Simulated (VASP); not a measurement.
SiC: single point with PBE

Crystal: SiC.

```
CELL_PARAMETERS angstrom
3.04460 0.00000 0.00000
-1.52230 2.63670 0.00000
0.00000 0.00000 5.05726
ATOMIC_POSITIONS crystal
Si 0.33333 0.66667 0.00021
Si 0.66667 0.33333 0.50021
C 0.33333 0.66667 0.37479
C 0.66667 0.33333 0.87479
```

This cell differs from its parent crystal: epitaxial xy strain -1.0%.

* Program: VASP 6.6.1
* Task: single point
* Functional: PBE
* Potentials or basis: VASP PAW PBE potentials, release 64 (Si, C)
* Cutoff: 520 eV
* k mesh: 6 × 6 × 4
* Occupations: gaussian, width 0.01 eV
* Spin: no spin polarisation
* Dipole correction: no
* Further INCAR settings: ALGO = Normal; EDIFF = 1e-06; NBANDS = 16

```yaml
Pressure: 7.8 GPa
Largest_force: 0.009 eV/Å
Band_gap_on_the_k_mesh: 2.14 eV, indirect (least direct gap 4.10 eV)
```

Forces on the atoms (eV/Å):
```
Si   0.000  0.000  0.009
Si   0.000  0.000  0.009
C    0.000  0.000 -0.009
C    0.000  0.000 -0.009
```

Stress tensor (GPa, compression positive):
```
10.02  0.00  0.00
 0.00 10.02  0.00
 0.00  0.00  3.38
```

Levels at points of the mesh, in eV from the valence-band top:
```csv
k point,band 6,band 7,band 8,band 9,band 10,band 11
"(0.00, 0.00, 0.00)",-0.23,0.00,0.00,5.12,6.15,6.84
"(0.50, 0.00, 0.00)",-3.39,-3.32,-1.23,2.87,4.12,7.00
"(0.00, 0.00, 0.50)",-0.69,-0.69,-0.69,6.17,6.17,7.51
"(0.50, 0.00, 0.50)",-2.46,-2.45,-2.45,3.25,3.25,5.27
```

It took 17 s on 1 thread of Intel Xeon 8259CL (shared host), peak memory 0.15 GiB.

Caveat: the cell differs from its parent crystal (epitaxial xy strain -1.0%). A k mesh can miss the band edges.
